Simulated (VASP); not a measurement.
# MgO (Fm-3m) in VASP: further runs

Runs on MgO. Level: PBE+D3(BJ). Tasks: single point, relaxation of cell and atoms.

Everything below comes from runs of VASP 6.6.1. Logs are shortened: lines on timing, memory, paths and dates and some standing lists are left out, and cuts for length are marked.

**The experiment to reproduce.**

From “Electronic structure of alkaline earth and post-transition metal oxides”, 2009, arxiv:0908.1581, for a bulk crystal of MgO: band gap 7.83 eV.

How close the calculation comes is told below.

## 1. The cell of the first run

The structure is cubic, space group Fm-3m (No. 225). The conventional cell has a = 4.208 Å, b = 4.208 Å, c = 4.208 Å, α = 90.00°, β = 90.00°, γ = 90.00°. Within 2.8 Å of Mg (site symmetry m-3m) lie 6 O at 2.10 Å. Within 2.8 Å of O (site symmetry m-3m) lie 6 Mg at 2.10 Å.

## 2. Single point, PBE+D3(BJ)

The input, INCAR:

```
ALGO     = Normal         # electronic algorithm
EDIFF    = 1E-6           # SCF threshold, eV
ENCUT    = 520            # plane-wave cutoff, eV
GGA      = PE             # functional
ISIF     = 2              # what is computed and relaxed
ISMEAR   = 0              # smearing method
IVDW     = 12             # dispersion correction
LASPH    = T              # aspherical terms in the spheres
LCHARG   = F              # write CHGCAR
LREAL    = F              # projectors in reciprocal space
LWAVE    = F              # write WAVECAR
NBANDS   = 11             # bands
NELM     = 100            # most SCF steps
PREC     = Accurate       # precision mode
SIGMA    = 0.02           # smearing width, eV
```

The input, KPOINTS:

```
k-points
0
Gamma
  10 10 10
```

The input, POSCAR:

```
MgO
1.0
    0.0000000000      2.1038606285      2.1038606285
    2.1038606285      0.0000000000      2.1038606285
    2.1038606285      2.1038606285      0.0000000000
Mg O
1 1
Direct
    0.0000000000      0.0000000000      0.0000000000
    0.5000000000      0.5000000000      0.5000000000
```

Potentials or basis: VASP PAW PBE potentials, release 64 (Mg, O).

The run is started by

```sh
$ cat potpaw_PBE.64/Mg/POTCAR potpaw_PBE.64/O/POTCAR > POTCAR
$ mpirun -np 1 vasp_std > vasp.out
```

OUTCAR:

```text
EDIFF = 1E-6
   ENCUT = 520
   GGA = PE
   ISIF = 2
   ISMEAR = 0
   IVDW = 12
   LASPH = T
   LREAL = F
   NELM = 100
   PREC = Accurate
 IVDW          = 12

 ion  position               nearest neighbor table
   1  0.000  0.000  0.000-   2 2.10   2 2.10   2 2.10   2 2.10   2 2.10   2 2.10
   2  0.500  0.500  0.500-   1 2.10   1 2.10   1 2.10   1 2.10   1 2.10   1 2.10

  LATTYP: Found a face centered cubic cell.
 ALAT       =     4.2077212570

  Lattice vectors:

 A1 = (   0.0000000000,   2.1038606285,   2.1038606285)
 A2 = (   2.1038606285,   0.0000000000,   2.1038606285)
 A3 = (   2.1038606285,   2.1038606285,   0.0000000000)

Analysis of symmetry for initial positions (statically):
=====================================================================
 Subroutine PRICEL returns:
 Original cell was already a primitive cell.

 Routine SETGRP: Setting up the symmetry group for a
 face centered cubic supercell.

 Subroutine GETGRP returns: Found 48 space group operations
 (whereof 48 operations were pure point group operations)
 out of a pool of 48 trial point group operations.

The static configuration has the point symmetry O_h .

Analysis of symmetry for dynamics (positions and initial velocities):
=====================================================================
 Subroutine PRICEL returns:
 Original cell was already a primitive cell.

 Routine SETGRP: Setting up the symmetry group for a
 face centered cubic supercell.

 Subroutine GETGRP returns: Found 48 space group operations
 (whereof 48 operations were pure point group operations)
 out of a pool of 48 trial point group operations.

The dynamic configuration has the point symmetry O_h .

 Subroutine INISYM returns: Found 48 space group operations
 (whereof 48 operations are pure point group operations),
 and found     1 'primitive' translations

----------------------------------------------------------------------------------------

                                     Primitive cell

  volume of cell :      18.6243

  direct lattice vectors                    reciprocal lattice vectors
     0.000000000  2.103860629  2.103860629    -0.237658328  0.237658328  0.237658328
     2.103860629  0.000000000  2.103860629     0.237658328 -0.237658328  0.237658328
     2.103860629  2.103860629  0.000000000     0.237658328  0.237658328 -0.237658328

  length of vectors
     2.975308234  2.975308234  2.975308234     0.411636300  0.411636300  0.411636300

[... 88 lines left out ...]
   POTIM  = 0.5000    time-step for ionic-motion
   TEBEG  =    0.0;   TEEND  =   0.0 temperature during run
   PSTRESS=    0.0 pullay stress
   NELECT =       8.0000    total number of electrons
   NUPDOWN=      -1.0000    fix difference up-down
   EMIN   =  10.00;   EMAX   =-10.00  energy-range for DOS
   EFERMI =   0.00;   METHOD = LEGACY
   ISMEAR =     0;   SIGMA  =   0.02  broadening in eV -4-tet -1-fermi 0-gaus
   EFERMI_NEDOS =   21; number of points for ismear=-14 and -15
   IALGO  =     38    algorithm
   IMIX   =      4    mixing-type and parameters
     AMIX     =   0.40;   BMIX     =  1.00
     AMIX_MAG =   1.60;   BMIX_MAG =  1.00
  volume/ion in A,a.u.               =       9.31        62.84
  Fermi-wavevector in a.u.,A,eV,Ry     =   1.235221  2.334228 20.759360  1.525770
  Thomas-Fermi vector in A             =   2.369879
   LORBIT       =      0    0 simple, 1 ext, 2 COOP (PROOUT), +10 PAW based schemes
   GGA     = PE    functional components
   LHFCALC =     F    Hartree Fock is set to
   AEXX    =    0.0000 exact exchange contribution
   IVDW    =    12    specifies the selected vdW correction
   LEPSILON=     F    determine dielectric tensor
   LRPA    =     F    only Hartree local field effects (RPA)
 non-spin polarized calculation
 Gauss-broadening in eV      SIGMA  =   0.02
  energy-cutoff  :      520.00
  volume of cell :       18.62
 maximum number of plane-waves:       531
 NGX is ok and might be reduce to    24
   NGX = 11   NGY = 11   NGZ = 11

 number of electron       8.0000005 magnetization

 Free energy of the ion-electron system (eV)
  ---------------------------------------------------
  ext. energy  EPLUGINS =         0.00000000
  ---------------------------------------------------
  free energy    TOTEN  =       -11.90396798 eV

  energy without entropy =      -11.90396798  energy(sigma->0) =      -11.90396798

 E-fermi :   3.3745     XC(G=0): -11.0933

 val. band max:        3.2103233559   @ k =   0.0000   0.0000   0.0000
 cond. band min:       7.9668587168   @ k =   0.0000   0.0000   0.0000
 fundamental gap:      4.7565353609
 Fermi energy:         3.3744680817

 k-point     1 :       0.0000    0.0000    0.0000
  band No.  band energies     occupation
      1     -14.0691      2.00000
      2       3.2103      2.00000
      3       3.2103      2.00000
      4       3.2103      2.00000
      5       7.9669      0.00000
      6      19.0275      0.00000
      7      19.0275      0.00000
      8      19.0275      0.00000
      9      22.9524      0.00000
     10      24.7303      0.00000
     11      24.7303      0.00000
[... 309 lines left out ...]
 k-point    24 :       0.4000    0.3000    0.0000
  band No.  band energies     occupation
      1     -12.8238      2.00000
      2      -0.3748      2.00000
      3       1.9031      2.00000
      4       2.1225      2.00000
      5      12.8126      0.00000
      6      13.4014      0.00000
      7      16.8458      0.00000
      8      21.4303      0.00000
      9      21.6373      0.00000
     10      28.1362      0.00000
     11      30.2521      0.00000

 [... further k-points ...]

------------------------ aborting loop because EDIFF is reached ----------------------------------------

 Edisp (eV)   -0.58809

 E8    (eV) :    -0.2303

  FORCE on cell =-STRESS in cart. coord.  units (eV):
  Direction    XX          YY          ZZ          XY          YZ          ZX
  --------------------------------------------------------------------------------------
  -------------------------------------------------------------------------------------
  Total      -0.08579    -0.08579    -0.08579    -0.00000     0.00000     0.00000
  in kB      -7.38044    -7.38044    -7.38044    -0.00000     0.00000     0.00000
  external pressure =       -7.38 kB  Pullay stress =        0.00 kB

 VOLUME and BASIS-vectors are now :
 -----------------------------------------------------------------------------
  energy-cutoff  :      520.00
  volume of cell :       18.62
      direct lattice vectors                 reciprocal lattice vectors
     0.000000000  2.103860629  2.103860629    -0.237658328  0.237658328  0.237658328
     2.103860629  0.000000000  2.103860629     0.237658328 -0.237658328  0.237658328
     2.103860629  2.103860629  0.000000000     0.237658328  0.237658328 -0.237658328

 POSITION                                       TOTAL-FORCE (eV/Angst)
 -----------------------------------------------------------------------------------
      0.00000      0.00000      0.00000        -0.000000     -0.000000     -0.000000
      2.10386      2.10386      2.10386         0.000000      0.000000      0.000000
 -----------------------------------------------------------------------------------
    total drift:                               -0.000000     -0.000000      0.000000

  FREE ENERGIE OF THE ION-ELECTRON SYSTEM (eV)
  ---------------------------------------------------
  free  energy   TOTEN  =       -12.4920535073 eV

  energy  without entropy=      -12.4920535073  energy(sigma->0) =      -12.49205351
```

stdout:

```text
POSCAR found type information on POSCAR MgO
 POSCAR found :  2 types and       2 ions
 scaLAPACK will be used
 LDA part: xc-table for (Slater+PW92), standard interpolation
 POSCAR, INCAR and KPOINTS ok, starting setup
 FFT: planning ... GRIDC
 FFT: planning ... GRID_SOFT
 FFT: planning ... GRID
 WAVECAR not read
 entering main loop
```

Wall time 7.4 s (1 thread of Intel Xeon Platinum 8488C (Sapphire Rapids), shared host); peak memory 0.15 GiB.

Results:

```
Free energy                : -12.4921 eV
Pressure                   : -0.7 GPa
Band gap on the k mesh     : 4.76 eV, direct
Dispersion energy per atom : -0.294 eV
```

## 3. Single point, PBE+D3(BJ)

This run uses another cell than the first one, of 9.73 Å³/atom, 1.045 times its volume.

The input, INCAR:

```
  PREC = Accurate
  ENCUT = 520
  EDIFF = 1E-7
  ISMEAR = 0
  SIGMA = 0.1
  LREAL = False
  LASPH = True
  NELM = 100
  ALGO = Normal
  ISIF = 2
  LWAVE = False
  LCHARG = True
  GGA = PE
  IVDW = 12
  LELF = True
  LVHAR = True
  NBANDS = 11
```

The input, KPOINTS:

```
regular mesh
0
Gamma
  8 8 8
```

The input, POSCAR:

```
MgO
1.0
    0.0000000000      2.1351500000      2.1351500000
    2.1351500000      0.0000000000      2.1351500000
    2.1351500000      2.1351500000      0.0000000000
Mg O
1 1
Direct
    0.0000000000      0.0000000000      0.0000000000
    0.5000000000      0.5000000000      0.5000000000
```

Potentials or basis: VASP PAW PBE potentials, release 64 (Mg, O).

The run is started by

```sh
$ cat potpaw_PBE.64/Mg/POTCAR potpaw_PBE.64/O/POTCAR > POTCAR
$ mpirun -np 1 vasp_std > vasp.out
```

It took 4.7 s on 1 thread of Intel Xeon 6975P-C (Granite Rapids), shared host; peak memory 0.15 GiB.

Results (log left out):

```
Free energy                : -12.4716 eV
Pressure                   : -7.2 GPa
Band gap on the k mesh     : 4.34 eV, direct
Dispersion energy per atom : -0.281 eV
```

Levels at points of the mesh, in eV from the valence-band top:
| k point | band 1 | band 2 | band 3 | band 4 | band 5 | band 6 | band 7 | band 8 | band 9 |
| --- | --- | --- | --- | --- | --- | --- | --- | --- | --- |
| (0.00, 0.00, 0.00) | -17.06 | 0.00 | 0.00 | 0.00 | 4.34 | 15.57 | 15.57 | 15.57 | 19.38 |
| (0.50, 0.00, 0.00) | -15.87 | -4.44 | -0.61 | -0.61 | 7.64 | 12.14 | 15.89 | 15.89 | 20.28 |
| (0.50, 0.50, 0.00) | -15.63 | -3.92 | -1.29 | -1.29 | 9.07 | 9.53 | 12.67 | 18.35 | 18.35 |

## 4. Single point, PBE+D3(BJ)

The input, INCAR:

```
ALGO     = Normal         # electronic algorithm
EDIFF    = 1E-6           # SCF threshold, eV
ENCUT    = 520            # plane-wave cutoff, eV
GGA      = PE             # functional
ISIF     = 2              # what is computed and relaxed
ISMEAR   = 0              # smearing method
IVDW     = 12             # dispersion correction
LASPH    = T              # aspherical terms in the spheres
LCHARG   = F              # write CHGCAR
LREAL    = F              # projectors in reciprocal space
LWAVE    = F              # write WAVECAR
NBANDS   = 11             # bands
NELM     = 100            # most SCF steps
PREC     = Accurate       # precision mode
SIGMA    = 0.02           # smearing width, eV
```

The input, KPOINTS:

```
k-points
0
Gamma
  10 10 10
```

The input, POSCAR:

```
MgO
1.0
    0.0000000000      2.1038606293      2.1038606293
    2.1038606293      0.0000000000      2.1038606293
    2.1038606293      2.1038606293      0.0000000000
Mg O
1 1
Direct
    0.0000000000      0.0000000000      0.0000000000
    0.5000000000      0.5000000000      0.5000000000
```

The run is started by

```sh
$ cat potpaw_PBE.64/Mg/POTCAR potpaw_PBE.64/O/POTCAR > POTCAR
$ mpirun -np 1 vasp_std > vasp.out
```

Run time: 6.2 s. Hardware: 1 thread of Intel Xeon 6975P-C (Granite Rapids), shared host; peak memory 0.15 GiB.

It converged, with:

* Free energy: -12.4921 eV
* Pressure: -0.7 GPa
* Band gap on the k mesh: 4.76 eV, direct
* Dispersion energy per atom: -0.294 eV

Levels at points of the mesh, in eV from the valence-band top:
```
           k point  band 1  band 2  band 3  band 4  band 5  band 6  band 7  band 8  band 9
(0.00, 0.00, 0.00)  -17.28    0.00    0.00    0.00    4.76   15.82   15.82   15.82   19.74
(0.50, 0.00, 0.00)  -15.99   -4.63   -0.66   -0.66    7.92   12.64   16.34   16.34   20.94
(0.50, 0.50, 0.00)  -15.73   -4.10   -1.35   -1.35    9.12   10.00   13.13   19.02   19.02
```

## 5. Relaxation of cell and atoms, PBE+D3(BJ)

This run uses another cell than the first one, of 9.73 Å³/atom, 1.045 times its volume.

The input, INCAR:

```
  PREC = Accurate
  ENCUT = 600
  EDIFF = 1E-7
  ISMEAR = 0
  SIGMA = 0.02
  LREAL = False
  LASPH = True
  NELM = 60
  ALGO = Normal
  ISIF = 3
  LWAVE = False
  LCHARG = False
  GGA = PE
  IVDW = 12
  IBRION = 2
  NSW = 100
  EDIFFG = -0.005
```

The input, KPOINTS:

```
regular mesh
0
Gamma
  10 10 10
```

The input, POSCAR:

```
MgO
1.0
    0.0000000000      2.1351500000      2.1351500000
    2.1351500000      0.0000000000      2.1351500000
    2.1351500000      2.1351500000      0.0000000000
Mg O
1 1
Direct
    0.0000000000      0.0000000000      0.0000000000
    0.5000000000      0.5000000000      0.5000000000
```

The run is started by

```sh
$ cat potpaw_PBE.64/Mg/POTCAR potpaw_PBE.64/O/POTCAR > POTCAR
$ mpirun -np 1 vasp_std > vasp.out
```

Run time: 11 s. Hardware: 1 thread of Intel Xeon 6975P-C (Granite Rapids), shared host; peak memory 0.15 GiB.

It converged, with:

* Free energy: -12.4980 eV
* Relaxed volume: 9.25 Å³/atom
* Relaxed cell: a = 2.969 Å, b = 2.969 Å, c = 2.969 Å, α = 60.00°, β = 60.00°, γ = 60.00°
* Space group after relaxing (to 0.05 Å): Fm-3m (No. 225)
* Energy gained by relaxing: 11.6 meV/atom
* Ionic steps: 3
* Pressure after relaxing: 0.0 GPa
* Band gap on the k mesh: 4.82 eV, direct
* Dispersion energy per atom: -0.296 eV

The path:
```tsv
step	energy change (eV)	largest force (eV/Å)	pressure (GPa)	volume (Å³)
1	0.0000	0.0000	-7.41	19.47
2	-0.0211	0.0000	2.55	18.23
3	-0.0233	0.0000	0.01	18.50
```

Final structure:
```yaml
crystal:
  lattice:
    - [0.00000, 2.09933, 2.09933]
    - [2.09933, 0.00000, 2.09933]
    - [2.09933, 2.09933, 0.00000]
  atoms:
    - { symbol: Mg, position: [0.00000, 0.00000, 0.00000] }
    - { symbol: O, position: [0.50000, 0.50000, 0.50000] }
```

Levels at points of the mesh, in eV from the valence-band top:
| k point | band 1 | band 2 | band 3 | band 4 | band 5 | band 6 | band 7 | band 8 |
| --- | --- | --- | --- | --- | --- | --- | --- | --- |
| (0.00, 0.00, 0.00) | -17.31 | 0.00 | 0.00 | 0.00 | 4.82 | 15.86 | 15.86 | 15.86 |
| (0.50, 0.00, 0.00) | -16.00 | -4.66 | -0.66 | -0.66 | 7.96 | 12.72 | 16.41 | 16.41 |
| (0.50, 0.50, 0.00) | -15.74 | -4.12 | -1.36 | -1.36 | 9.13 | 10.08 | 13.20 | 19.12 |

PBE gaps usually lie below the measured ones, often by a third to a half.

## 6. Overview

```csv
task,cell,k mesh,cutoff (eV),smearing,gap on the mesh (eV),pressure (GPa)
single point,"a = 2.975 Å, angles 60.0°, 2 atoms",10 × 10 × 10,520,gaussian 0.02 eV,4.76,-0.7
single point,"a = 3.020 Å, angles 60.0°, 2 atoms",8 × 8 × 8,520,gaussian 0.1 eV,4.34,-7.2
relaxation of cell and atoms,"relaxed from a = 3.020 Å, angles 60.0°, 2 atoms",10 × 10 × 10,600,gaussian 0.02 eV,4.82,0.0
```

Alike in all rows: level PBE+D3(BJ); potentials or basis VASP PAW PBE potentials, release 64 (Mg, O); no spin polarisation.

Total energies depend on the potentials used, so only differences within one code and one set of settings carry meaning.

## 7. Against experiment

Step 2. Measured gap of MgO: 7.83 eV (quoted in “Electronic structure of alkaline earth and post-transition metal oxides”, 2009, arxiv:0908.1581). This calculation gives 4.76 eV (-3.07 eV). The value is that of PBE+D3(BJ), without temperature or zero-point motion. Semilocal functionals fall short of measured gaps as a rule.

Step 4. Measured gap of MgO: 7.83 eV (quoted in “Electronic structure of alkaline earth and post-transition metal oxides”, 2009, arxiv:0908.1581). This calculation gives 4.76 eV (-3.07 eV). The value is that of PBE+D3(BJ), without temperature or zero-point motion. Semilocal functionals fall short of measured gaps as a rule.
